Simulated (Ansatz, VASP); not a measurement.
## Be2S3: VASP beside Ansatz

```xyz
5
Lattice="3.3944 0.0000 0.0000 0.0000 5.0221 0.0000 0.0000 0.0000 6.1085" Properties=species:S:1:pos:R:3 pbc="T T T"
Be    0.0000    0.0000    6.0428
Be    1.6972    2.5111    4.0848
S     0.0000    1.2394    4.1937
S     0.0000    3.7828    4.1937
S     1.6972    0.0000    0.9805
```

Alike in both runs: functional PBE; k mesh 12 × 8 × 6; occupations gaussian, width 0.1 eV; no spin polarisation.

Ansatz relaxed the structure, and its values are those at the end. VASP's run is a single point on that final structure, the one shown.

|  | VASP | Ansatz |
| --- | --- | --- |
| version | VASP 6.6.1 | Ansatz 0.2.0 |
| potentials or method | VASP PAW PBE potentials, release 64 (Be, S), cutoff 520 eV | scalar-relativistic, plane waves, PAW |
| valence electrons in the cell | 22 | 22 |

```csv
,VASP,Ansatz,Ansatz less VASP
gap on the k mesh at the Fermi level (eV),none,none,-
pressure (GPa),0.0,0.0,+0.05
rms of the force components (eV/Å),0.005,0.001,-0.0033
```

A gap of «none» marks a metal or a gap that the smearing closes. With one functional, cell and mesh, what is left measures potentials, basis and numerics.
